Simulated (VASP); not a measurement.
Input of a VASP 6.6.1 run:

Contents of INCAR:

```
  PREC = Accurate
  ENCUT = 600
  EDIFF = 1E-6
  ISMEAR = 0
  SIGMA = 0.1
  LREAL = F
  LASPH = T
  NELM = 100
  ALGO = Normal
  ISIF = 3
  LWAVE = F
  LCHARG = F
  GGA = PE
  IBRION = 2
  NSW = 90
  EDIFFG = -0.04
```

KPOINTS

```
regular mesh
0
Gamma
  6 6 4
```

POSCAR

```
ScS4
1.0
    4.3002878300      0.0000000000      0.0000000000
   -2.1501439100      3.7241585000      0.0000000000
    0.0000000000      0.0000000000      6.8359654800
Sc S
1 4
Direct
    0.0000000000      0.0000000000      0.5000000000
    0.3333333300      0.6666666700      0.6945110100
    0.6666666700      0.3333333300      0.6945110100
    0.6666666700      0.3333333300      0.3054889900
    0.3333333300      0.6666666700      0.3054889900
```

Potentials or basis: VASP PAW PBE potentials, release 64 (Sc_sv, S).

The run is started by

```console
$ cat potpaw_PBE.64/Sc_sv/POTCAR potpaw_PBE.64/S/POTCAR > POTCAR
$ mpirun -np 1 vasp_std > vasp.out
```

Q: What does it give for the space group after relaxing (to 0.1 Å)?

A: P6/mmm (No. 191).

Q: What does it give for the relaxed cell?

A: a = 4.468 Å, b = 4.468 Å, c = 6.576 Å, α = 90.00°, β = 90.00°, γ = 120.00°.

Forces on the atoms (eV/Å):
```
Sc   0.000  0.000  0.000
S    0.000  0.000  0.008
S    0.000  0.000  0.008
S    0.000  0.000 -0.008
S    0.000  0.000 -0.008
```

Caveat: an odd number of electrons without spin polarisation forces a metal; a magnetic or distorted state may lie lower.
